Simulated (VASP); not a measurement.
# HgTe (rocksalt type): relaxation of cell and atoms with PBE

Crystal: HgTe (rocksalt type).

```
CELL_PARAMETERS angstrom
0.00000 2.97835 2.97835
2.97835 0.00000 2.97835
2.97835 2.97835 0.00000
ATOMIC_POSITIONS crystal
Hg 0.00000 0.00000 0.00000
Te 0.50000 0.50000 0.50000
```

- Program: VASP 6.6.1
- Task: relaxation of cell and atoms
- Functional: PBE
- Potentials or basis: VASP PAW PBE potentials, release 64 (Hg, Te)
- Cutoff: 600 eV
- k mesh: 12 × 12 × 12
- Occupations: fermi-dirac, width 0.1 eV
- Spin: no spin polarisation
- Dipole correction: no
- Further INCAR settings: ALGO = Normal; EDIFF = 1e-06; IBRION = 2; EDIFFG = -0.005; NSW = 60; ISIF = 3

```
Relaxed volume                        : 29.09 Å³/atom
Relaxed cell                          : a = 4.349 Å, b = 4.349 Å, c = 4.349 Å, α = 60.00°, β = 60.00°, γ = 60.00°
Space group after relaxing (to 0.1 Å) : Fm-3m (No. 225)
Energy gained by relaxing             : 43.2 meV/atom
Ionic steps                           : 5
Pressure after relaxing               : 0.0 GPa
Band gap on the k mesh                : zero (bands 9 and 10 overlap by 2.42 eV)
```

The path:
| step | energy change (eV) | largest force (eV/Å) | pressure (GPa) | volume (Å³) |
| --- | --- | --- | --- | --- |
| 1 | 0.0000 | 0.0000 | 5.75 | 52.84 |
| 2 | -0.0750 | 0.0000 | -1.56 | 60.42 |
| 3 | -0.0864 | 0.0000 | 0.03 | 58.15 |
| 4 | -0.0864 | 0.0000 | -0.06 | 58.26 |
| 5 | -0.0864 | 0.0000 | 0.00 | 58.17 |

Final structure:
```
CELL_PARAMETERS angstrom
0.00000 3.07540 3.07540
3.07540 0.00000 3.07540
3.07540 3.07540 0.00000
ATOMIC_POSITIONS crystal
Hg 0.00000 0.00000 0.00000
Te 0.50000 0.50000 0.50000
```

Levels at points of the mesh, in eV from the Fermi level:
```
           k point  band 6  band 7  band 8  band 9  band 10  band 11  band 12  band 13
(0.00, 0.00, 0.00)   -6.55   -1.05   -0.66   -0.66    -0.66     7.63     7.63     7.63
(0.50, 0.00, 0.00)   -6.39   -5.39    0.25    0.25     2.68     3.56     4.00     4.00
(0.50, 0.50, 0.00)   -5.78   -4.08   -2.70   -2.16    -2.16     4.90     9.03     9.03
```

Run time: 120 s on 1 thread of AMD EPYC 9R45 96-Core Processor (Zen 5), on a shared host, peak memory 0.22 GiB.

Caveat: spin-orbit coupling is left out, which moves the levels of the heavy elements.
